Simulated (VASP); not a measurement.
Input of a VASP 6.6.1 run:

Contents of INCAR:

```
SYSTEM = C
PREC = Accurate ; ENCUT = 600
EDIFF = 1E-6 ; ISMEAR = 0
SIGMA = 0.1 ; LREAL = .FALSE.
LASPH = .TRUE. ; NELM = 120
ALGO = Normal ; ISIF = 2
LWAVE = .FALSE. ; LCHARG = .TRUE.
LELF = .TRUE. ; LVHAR = .TRUE.
NBANDS = 11 ; GGA_COMPAT = .FALSE.
```

KPOINTS

```
Automatic mesh
0
G
  8 8 8
  0 0 0
```

The input POSCAR:

```
C
1.0
    0.0000000000      1.7834000000      1.7834000000
    1.7834000000      0.0000000000      1.7834000000
    1.7834000000      1.7834000000      0.0000000000
C
2
Direct
    0.5000000000      0.5000000000      0.5000000000
    0.7500000000      0.7500000000      0.7500000000
```

Potentials or basis: VASP PAW LDA potentials, release 64 (C).

The run is started by

```bash
$ cat potpaw_LDA.64/C/POTCAR > POTCAR
$ mpirun -np 1 vasp_std > vasp.out
```

(1) What does it give for the pressure?

(2) Estimate the band gap on the k mesh.

Answers

(1) -12.4 GPa.

(2) 4.10 eV, indirect (least direct gap 5.54 eV).
